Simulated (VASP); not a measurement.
# BP (F-43m) in VASP: elastic constants with r2SCAN

Aim: the elastic constants of BP with r2SCAN.

Everything below comes from runs of VASP 6.6.1. Logs are shortened: lines on timing, memory, paths and dates and some standing lists are left out, and cuts for length are marked.

### 1 The cell of the first run

It takes space group F-43m (No. 216, cubic). Conventional cell: a = 4.537 Å, b = 4.537 Å, c = 4.537 Å, α = 90.00°, β = 90.00°, γ = 90.00°. B (site symmetry -43m) has 4 P at 1.96 Å within 2.6 Å. P (site symmetry -43m) has 4 B at 1.96 Å within 2.6 Å.

### 2 Elastic constants, r2SCAN

The input, INCAR:

```
SYSTEM = BP
ALGO     = Normal         ! electronic algorithm
EDIFF    = 1E-8           ! SCF threshold, eV
ENCUT    = 600            ! plane-wave cutoff, eV
IBRION   = 6              ! ionic algorithm
ISIF     = 3              ! what is computed and relaxed
ISMEAR   = 0              ! smearing method
LASPH    = .True.         ! aspherical terms in the spheres
LCHARG   = .True.         ! write CHGCAR
LMIXTAU  = .True.       
LREAL    = .False.        ! projectors in reciprocal space
LWAVE    = .False.        ! write WAVECAR
METAGGA  = R2SCAN         ! meta-GGA
NBANDS   = 11             ! bands
NELM     = 60             ! most SCF steps
NFREE    = 2            
NSW      = 1              ! ionic steps
POTIM    = 0.015          ! step
PREC     = Accurate       ! precision mode
SIGMA    = 0.01           ! smearing width, eV
```

The input, KPOINTS:

```
k-points
0
Gamma
  10 10 10
  0 0 0
```

The input, POSCAR:

```
BP
1.0
    0.0000000000      2.2682554255      2.2682554255
    2.2682554255      0.0000000000      2.2682554255
    2.2682554255      2.2682554255      0.0000000000
B P
1 1
Direct
    0.0000000000      0.0000000000      0.0000000000
    0.7500000000      0.7500000000      0.7500000000
```

Potentials or basis: VASP PAW PBE potentials, release 64 (B, P).

The run is started by

```console
$ cat potpaw_PBE.64/B/POTCAR potpaw_PBE.64/P/POTCAR > POTCAR
$ mpirun -np 1 vasp_std > vasp.out
```

OUTCAR:

```text
SYSTEM = BP
   EDIFF = 1E-8
   ENCUT = 600
   IBRION = 6
   ISIF = 3
   ISMEAR = 0
   LASPH = .True.
   LREAL = .False.
   METAGGA = R2SCAN
   NELM = 60
   NFREE = 2
   NSW = 1
   POTIM = 0.015
   PREC = Accurate

 ion  position               nearest neighbor table
   1  0.000  0.000  0.000-   2 1.96   2 1.96   2 1.96   2 1.96
   2  0.750  0.750  0.750-   1 1.96   1 1.96   1 1.96   1 1.96

  LATTYP: Found a face centered cubic cell.
 ALAT       =     4.5365108510

  Lattice vectors:

 A1 = (   0.0000000000,   2.2682554255,   2.2682554255)
 A2 = (   2.2682554255,   0.0000000000,   2.2682554255)
 A3 = (   2.2682554255,   2.2682554255,   0.0000000000)

Analysis of symmetry for initial positions (statically):
=====================================================================
 Subroutine PRICEL returns:
 Original cell was already a primitive cell.

 Routine SETGRP: Setting up the symmetry group for a
 face centered cubic supercell.

 Subroutine GETGRP returns: Found 24 space group operations
 (whereof 24 operations were pure point group operations)
 out of a pool of 48 trial point group operations.

The static configuration has the point symmetry T_d .

Analysis of symmetry for dynamics (positions and initial velocities):
=====================================================================
 Subroutine PRICEL returns:
 Original cell was already a primitive cell.

 Routine SETGRP: Setting up the symmetry group for a
 face centered cubic supercell.

 Subroutine GETGRP returns: Found 24 space group operations
 (whereof 24 operations were pure point group operations)
 out of a pool of 48 trial point group operations.

The dynamic configuration has the point symmetry T_d .

 Subroutine INISYM returns: Found 24 space group operations
 (whereof 24 operations are pure point group operations),
 and found     1 'primitive' translations

----------------------------------------------------------------------------------------

                                     Primitive cell

  volume of cell :      23.3403

  direct lattice vectors                    reciprocal lattice vectors
     0.000000000  2.268255426  2.268255426    -0.220433728  0.220433728  0.220433728
     2.268255426  0.000000000  2.268255426     0.220433728 -0.220433728  0.220433728
     2.268255426  2.268255426  0.000000000     0.220433728  0.220433728 -0.220433728

  length of vectors
     3.207797586  3.207797586  3.207797586     0.381802417  0.381802417  0.381802417

  position of ions in fractional coordinates (direct lattice)
     0.000000000  0.000000000  0.000000000
     0.750000000  0.750000000  0.750000000

  ion indices of the primitive-cell ions
   primitive index   ion index
                 1           1
                 2           2

----------------------------------------------------------------------------------------

 KPOINTS: k-points

Automatic generation of k-mesh.
 Grid dimensions read from file:
 generate k-points for:   10   10   10

 Generating k-lattice:

  Cartesian coordinates                     Fractional coordinates (reciprocal lattice)
[... 111 lines left out ...]

------------------------ aborting loop because EDIFF is reached ----------------------------------------

  FORCE on cell =-STRESS in cart. coord.  units (eV):
  Direction    XX          YY          ZZ          XY          YZ          ZX
  --------------------------------------------------------------------------------------
  -------------------------------------------------------------------------------------
  Total       -0.0721568     -0.0721568     -0.0721568     -0.0000000     -0.0000000     -0.0000000
  in kB       -4.9531573     -4.9531573     -4.9531573     -0.0000000     -0.0000000     -0.0000000
  external PRESSURE =      -4.9531573 kB  Pullay stress =       0.0000000 kB
[... 89 lines left out ...]
  FREE ENERGIE OF THE ION-ELECTRON SYSTEM (eV)
  ---------------------------------------------------
  free  energy   TOTEN  =       -17.3089484962 eV

  energy  without entropy=      -17.3089484962  energy(sigma->0) =      -17.30894850

[... ionic steps 4 to 14 ...]

--------------------------------------- Ionic step       15  -------------------------------------------

 number of electron       8.0000000 magnetization

------------------------ aborting loop because EDIFF is reached ----------------------------------------
[... 67 lines left out ...]
--------------------------------------- Ionic step       17  -------------------------------------------

 number of electron       8.0000000 magnetization

 Free energy of the ion-electron system (eV)
  ---------------------------------------------------
  ext. energy  EPLUGINS =         0.00000000
  ---------------------------------------------------
  free energy    TOTEN  =       -17.31163102 eV

  energy without entropy =      -17.31163102  energy(sigma->0) =      -17.31163102

 E-fermi :   7.6846     XC(G=0): -11.5052

 val. band max:        7.5237061876   @ k =   0.0000   0.0000   0.0000
 cond. band min:       8.8437746501   @ k =   0.0000   0.4000   0.4000
 fundamental gap:      1.3200684625
 Fermi energy:         7.6845884937

 k-point     1 :       0.0000    0.0000    0.0000
  band No.  band energies     occupation
      1      -8.8679      2.00000
      2       7.2763      2.00000
      3       7.4012      2.00000
      4       7.5237      2.00000
      5      10.9608      0.00000
      6      11.0413      0.00000
      7      11.1248      0.00000
      8      15.4263      0.00000
      9      19.8110      0.00000
     10      20.0501      0.00000
     11      20.0509      0.00000
[... 309 lines left out ...]
 k-point    24 :       0.4000    0.3000    0.0000
  band No.  band energies     occupation
      1      -5.7714      2.00000
      2       0.9021      2.00000
      3       3.1068      2.00000
      4       3.6883      2.00000
      5       9.4454      0.00000
      6      11.3464      0.00000
      7      17.5218      0.00000
      8      17.5701      0.00000
      9      22.4673      0.00000
     10      23.4700      0.00000
     11      25.5646      0.00000

 [... further k-points ...]

------------------------ aborting loop because EDIFF is reached ----------------------------------------

  FORCE on cell =-STRESS in cart. coord.  units (eV):
  Direction    XX          YY          ZZ          XY          YZ          ZX
  --------------------------------------------------------------------------------------
  -------------------------------------------------------------------------------------
  Total       -0.0716454     -0.0678537     -0.0678537      0.0000000     -0.1021649      0.0000000
  in kB       -4.9180534     -4.6577695     -4.6577695      0.0000000     -7.0130440      0.0000000
  external PRESSURE =      -4.7445308 kB  Pullay stress =       0.0000000 kB
[... 17 lines left out ...]
  FREE ENERGIE OF THE ION-ELECTRON SYSTEM (eV)
  ---------------------------------------------------
  free  energy   TOTEN  =       -17.3116310239 eV

  energy  without entropy=      -17.3116310239  energy(sigma->0) =      -17.31163102

 INTERNAL STRAIN TENSORS FROM STRAINED CELLS
 ============================================

 INTERNAL STRAIN TENSOR FOR ION    1 for displacements in x,y,z  (eV/Angst):
          X           Y           Z          XY          YZ          ZX
  --------------------------------------------------------------------------------
  x    -0.00000     0.00000    -0.00000     0.00000    -6.81217     0.00000
  y    -0.00000     0.00000     0.00000    -0.00000    -0.00000    -6.81155
  z    -0.00000     0.00000     0.00000    -6.81138    -0.00000     0.00000

 INTERNAL STRAIN TENSORS FROM DISPLACED ATOMS
 ============================================

 INTERNAL STRAIN TENSOR FOR ION    1 for displacements in x,y,z  (eV/Angst):
          X           Y           Z          XY          YZ          ZX
  --------------------------------------------------------------------------------
  x     0.00000    -0.00000    -0.00000     0.00000    -6.80031     0.00000
  y     0.00000     0.00000     0.00000     0.00000     0.00000    -6.80031
  z    -0.00000    -0.00000     0.00000    -6.80031     0.00000     0.00000

 INTERNAL STRAIN TENSOR FOR ION    2 for displacements in x,y,z  (eV/Angst):
          X           Y           Z          XY          YZ          ZX
  --------------------------------------------------------------------------------
  x    -0.00000     0.00000     0.00000     0.00000     6.81167     0.00000
  y     0.00000    -0.00000     0.00000     0.00000     0.00000     6.81167
  z     0.00000     0.00000    -0.00000     6.81167     0.00000     0.00000

 Eigenvectors and eigenvalues of the dynamical matrix
 ----------------------------------------------------

   1 f  =   24.519342 THz   154.059568 2PiTHz  817.877208 cm-1   101.403804 meV
             X         Y         Z           dx          dy          dz
      0.000000  0.000000  0.000000    -0.860978    0.000000    0.000000
      3.402383  3.402383  3.402383     0.508642    0.000000    0.000000
[... 21 lines left out ...]
   6 f/i=    0.000350 THz     0.002199 2PiTHz    0.011677 cm-1     0.001448 meV
             X         Y         Z           dx          dy          dz
      0.000000  0.000000  0.000000     0.000000    0.000000   -0.508642
      3.402383  3.402383  3.402383     0.000000    0.000000   -0.860978

--------------------------------------------------------------------------------------------------------

 ELASTIC MODULI CONTR FROM IONIC RELAXATION (kBar)
 Direction    XX          YY          ZZ          XY          YZ          ZX
 --------------------------------------------------------------------------------
 XX          -0.0000      0.0000      0.0000     -0.0000      0.0000      0.0000
 YY           0.0000     -0.0000     -0.0000     -0.0000     -0.0000      0.0000
 ZZ           0.0000     -0.0000     -0.0000      0.0000     -0.0000      0.0000
 XY          -0.0000     -0.0000      0.0000   -161.3004      0.0000      0.0000
 YZ           0.0000     -0.0000     -0.0000      0.0000   -161.3004      0.0000
 ZX           0.0000      0.0000      0.0000      0.0000      0.0000   -161.3004
 --------------------------------------------------------------------------------

 TOTAL ELASTIC MODULI (kBar)
 Direction    XX          YY          ZZ          XY          YZ          ZX
 --------------------------------------------------------------------------------
 XX        3620.3706    725.9048    725.9048      0.0000      0.0000      0.0000
 YY         725.9048   3620.3706    725.9048      0.0000      0.0000      0.0000
 ZZ         725.9048    725.9048   3620.3706      0.0000     -0.0000      0.0000
 XY           0.0000      0.0000      0.0000   1982.6631      0.0000      0.0000
 YZ           0.0000      0.0000     -0.0000      0.0000   1982.6631      0.0000
 ZX           0.0000      0.0000      0.0000      0.0000      0.0000   1982.6631
 --------------------------------------------------------------------------------
```

It took 36 min on 1 thread of Intel Xeon 6975P-C (Granite Rapids), shared host; peak memory 0.3 GiB.

Results:

```
Elastic constants C11, C12, C44                         : 362, 73, 198 GPa
Voigt bulk modulus                                      : 169 GPa
Highest phonon frequency at Γ, LO-TO splitting left out : 818 cm⁻¹
```

Phonon frequencies in cm⁻¹ (negative: imaginary):
| q point | frequencies |
| --- | --- |
| (0.000, 0.000, 0.000) | 0 0 0 818 818 818 |

Elastic tensor in Voigt notation (GPa, in the Cartesian axes of the cell as first typed):
```
362  73  73   0   0   0
 73 362  73   0   0   0
 73  73 362   0   0   0
  0   0   0 198   0   0
  0   0   0   0 198   0
  0   0   0   0   0 198
```

Clamped-ion elastic tensor (GPa):
```
362  73  73   0   0   0
 73 362  73   0   0   0
 73  73 362   0   0   0
  0   0   0 214   0   0
  0   0   0   0 214   0
  0   0   0   0   0 214
```

Caveat: the PAW data sets were made with another functional, which shifts forces and pressure a little.
